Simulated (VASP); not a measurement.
Wanted: the native input for a VASP 6.6.1 run.

```
Task                   : relaxation of cell and atoms
Functional             : PBE
Potentials or basis    : VASP PAW PBE potentials, release 64 (Bi_d)
Cutoff                 : 600 eV
k mesh                 : 9 × 9 × 9
Occupations            : fermi-dirac, width 0.05 eV
Spin                   : no spin polarisation
Dipole correction      : no
Further INCAR settings : ALGO = Normal; EDIFF = 1e-06; IBRION = 2; EDIFFG = -0.005; NSW = 100; ISIF = 3
```

The structure of Bi lies in POSCAR:

```
Bi
1.0
    2.3264222754      1.3431605270      4.0403311668
   -2.3264222754      1.3431605270      4.0403311668
    0.0000000000     -2.6863210540      4.0403311668
Bi
2
Direct
    0.2340000000      0.2340000000      0.2340000000
    0.7660000000      0.7660000000      0.7660000000
```

One way to write it, as run:

INCAR

```
SYSTEM = Bi
ALGO = Normal ; EDIFF = 1E-6
EDIFFG = -0.005 ; ENCUT = 600
GGA = PE ; IBRION = 2
ISIF = 3 ; ISMEAR = -1
LASPH = .TRUE. ; LCHARG = .FALSE.
LREAL = .FALSE. ; LWAVE = .FALSE.
NELM = 60 ; NSW = 100
PREC = Accurate ; SIGMA = 0.05
```

KPOINTS

```
k-points
0
G
  9 9 9
  0 0 0
```

Potentials or basis: VASP PAW PBE potentials, release 64 (Bi_d).

The run is started by

```sh
$ cat potpaw_PBE.64/Bi_d/POTCAR > POTCAR
$ mpirun -np 1 vasp_std > vasp.out
```

Results of the run:

```
Relaxed volume                        : 36.80 Å³/atom
Relaxed cell                          : a = 4.831 Å, b = 4.831 Å, c = 4.831 Å, α = 56.67°, β = 56.67°, γ = 56.67°
Space group after relaxing (to 0.1 Å) : R-3m (No. 166)
Energy gained by relaxing             : 5.1 meV/atom
Ionic steps                           : 19
Pressure after relaxing               : 0.0 GPa
Largest force after relaxing          : 0.003 eV/Å
```

It took 8.1 min on 1 thread of Intel(R) Xeon(R) 6975P-C (Granite Rapids), on a shared host, peak memory 0.33 GiB.
